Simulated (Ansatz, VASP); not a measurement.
## One calculation of ZrF, two programs

```
Zr F
1.0
     3.13091    0.00000    0.00000
    -1.56546    2.71145    0.00000
     0.00000    0.00000    7.67217
Zr F
2 2
Direct
  0.33333 0.66667 0.04366
  0.66667 0.33333 0.54366
  0.33333 0.66667 0.33844
  0.66667 0.33333 0.83844
```

Alike in both runs: functional PBE; k mesh 6 × 6 × 4; occupations gaussian, width 0.1 eV; no spin polarisation.

Ansatz relaxed the structure, and its values are those at the end. VASP's run is a single point on that final structure, the one shown.

|  | VASP | Ansatz |
| --- | --- | --- |
| version | VASP 6.6.1 | Ansatz 0.2.0 |
| potentials or method | VASP PAW PBE potentials, release 64 (Zr_sv, F), cutoff 520 eV | scalar-relativistic, plane waves, PAW |
| valence electrons in the cell | 38 | 38 |

```tsv
	VASP	Ansatz	Ansatz less VASP
gap on the k mesh at the Fermi level (eV)	none	none	-
pressure (GPa)	-0.1	-0.1	+0.01
rms of the force components (eV/Å)	0.007	0.003	-0.0034
```

A gap of «none» marks a metal or a gap that the smearing closes. With one functional, cell and mesh, what is left measures potentials, basis and numerics.

The k mesh is coarse, so the values compare programs but aren't converged.
